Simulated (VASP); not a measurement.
A run of VASP 6.6.1 is set up as follows.

File INCAR:

```
ALGO = Normal ; EDIFF = 1E-6
ENCUT = 520 ; GGA = PE
ISIF = 2 ; ISMEAR = 0
ISPIN = 2 ; LASPH = T
LCHARG = F ; LORBIT = 11
LREAL = Auto ; LWAVE = F
MAGMOM = 0.25 0 0 0 0.25 0.25 0 0.25 0 0 0 0 0 0 0 ; NBANDS = 47
NELECT = 59.0 ; NELM = 150
PREC = Accurate ; SIGMA = 0.01
```

The input KPOINTS:

```
k-points
0
Gamma
  1 1 1
```

File POSCAR:

```
Si8C7
1.0
    0.0000000000      0.0000000000      5.0742922929
   -3.0919365161      5.3553911397      0.0000000000
   -3.0919365161     -5.3553911397      0.0000000000
Si C
8 7
Direct
    0.4872570901      0.1666666667      0.3333333333
    0.4899838965      0.6676558565      0.3353117130
    0.4899838965      0.1646882870      0.8323441435
    0.4899838965      0.6676558565      0.8323441435
    1.0062985286      0.8187649106      0.1593824553
    1.0062985286      0.3406175447      0.1593824553
    0.9933887022      0.8333333333      0.6666666667
    1.0062985286      0.3406175447      0.6812350894
    0.8748372872      0.6686933603      0.3373867207
    0.8748372872      0.1626132793      0.8313066397
    0.8748372872      0.6686933603      0.8313066397
    0.3848631082      0.8355574334      0.1677787167
    0.3848631082      0.3322212833      0.1677787167
    0.3759874532      0.8333333333      0.6666666667
    0.3848631082      0.3322212833      0.6644425666
```

Potentials or basis: VASP PAW PBE potentials, release 64 (Si, C).

Command:

```bash
$ cat potpaw_PBE.64/Si/POTCAR potpaw_PBE.64/C/POTCAR > POTCAR
$ mpirun -np 1 vasp_gam > vasp.out
```

(1) What does it give for the net moment?

(2) Estimate the largest force.

(3) Estimate the site moments.

## Answers

(1) 1.00 μB per cell.

(2) 0.014 eV/Å.

(3) Si +0.12, -0.00, +0.01; C +0.04, +0.02, +0.06 μB.

Caveat: the k points lie up to 1.24 Å⁻¹ apart; the cell carries a net charge on a neutralising background, which shifts energy and pressure.
